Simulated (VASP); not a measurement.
Runs of VASP 6.6.1 on SiC. The structure is that of space group F-43m (No. 216), or close to it. The cells are those of the table. 

```csv
level,cell,k mesh,smearing,grid for exact exchange (PRECFOCK),screening parameter,gap on the mesh (eV),pressure (GPa)
r2SCAN,"a = 3.032, b = 3.032, c = 2.983 Å, angles 60.5, 60.5, 58.9°, 2 atoms",10 × 10 × 10,gaussian 0.01 eV,-,-,(c),16.2
PBE,"a = 3.152 Å, angles 60.0°, 2 atoms",10 × 10 × 10,fermi-dirac 0.02 eV,-,-,1.42,-10.2
r2SCAN,"a = 3.081, b = 3.081, c = 2.989 Å, angles 61.0, 61.0, 61.9°, 2 atoms",10 × 10 × 10,gaussian 0.01 eV,-,-,1.24,0.4
PBE,"a = 3.081, b = 3.081, c = 2.989 Å, angles 61.0, 61.0, 61.9°, 2 atoms",10 × 10 × 10,fermi-dirac 0.02 eV,-,-,(b),4.0
HSE06,"a = 3.032, b = 3.032, c = 2.983 Å, angles 60.5, 60.5, 58.9°, 2 atoms",8 × 8 × 8,gaussian 0.01 eV,Normal,0.2079 1/Å,2.01,(d)
PBE,"a = 3.032, b = 3.032, c = 2.983 Å, angles 60.5, 60.5, 58.9°, 2 atoms",10 × 10 × 10,fermi-dirac 0.02 eV,-,-,(a),19.8
r2SCAN,"a = 3.152 Å, angles 60.0°, 2 atoms",10 × 10 × 10,gaussian 0.01 eV,-,-,1.76,-13.9
```

Alike in all rows: task single point; potentials or basis VASP PAW PBE potentials, release 64 (Si, C); no spin polarisation; cutoff (eV) 520.

Problem. Fill in the values left out.

Solution. (a) 1.12; (b) 0.89; (c) 1.50; (d) 14.9.

Caveats: the PAW data sets were made with another functional, which shifts forces and pressure a little (some runs).

A k mesh can miss the band edges.
